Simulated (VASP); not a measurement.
Write the native input for VASP 6.6.1 that does the following.

```yaml
Task: single point
Functional: PBE
Potentials_or_basis: VASP PAW PBE potentials, release 64 (Sb)
Cutoff: 520 eV
k_mesh: 5 × 5 × 5
Occupations: fermi-dirac, width 0.02 eV
Spin: no spin polarisation
Dipole_correction: no
Further_INCAR_settings: ALGO = Normal; EDIFF = 1e-07; NBANDS = 12
```

The structure of Sb lies in POSCAR:

```
Sb
1.0
    2.1542000000      1.2437279499      3.7580000000
   -2.1542000000      1.2437279499      3.7580000000
    0.0000000000     -2.4874558998      3.7580000000
Sb
2
Direct
    0.7665100000      0.7665100000      0.7665100000
    0.2334900000      0.2334900000      0.2334900000
```

The input as run:

INCAR

```
SYSTEM = Sb
  PREC = Accurate
  ENCUT = 520
  EDIFF = 1E-7
  ISMEAR = -1
  SIGMA = 0.02
  LREAL = .FALSE.
  LASPH = .TRUE.
  NELM = 80
  ALGO = Normal
  ISIF = 2
  LWAVE = .FALSE.
  LCHARG = .FALSE.
  GGA = PE
  NBANDS = 12
```

KPOINTS

```
Automatic mesh
0
G
  5 5 5
  0 0 0
```

Potentials or basis: VASP PAW PBE potentials, release 64 (Sb).

Run with:

```sh
$ cat potpaw_PBE.64/Sb/POTCAR > POTCAR
$ mpirun -np 1 vasp_std > vasp.out
```

It gave:

- Pressure: 2.7 GPa
- Largest force: 0.075 eV/Å
- Band gap on the k mesh: 0.38 eV, indirect (least direct gap 0.72 eV)

Caveat: spin-orbit coupling is left out, which moves the levels of the heavy elements.

Run time: 39 s on 1 thread of AMD EPYC 7R13 (shared host), peak memory 0.17 GiB.
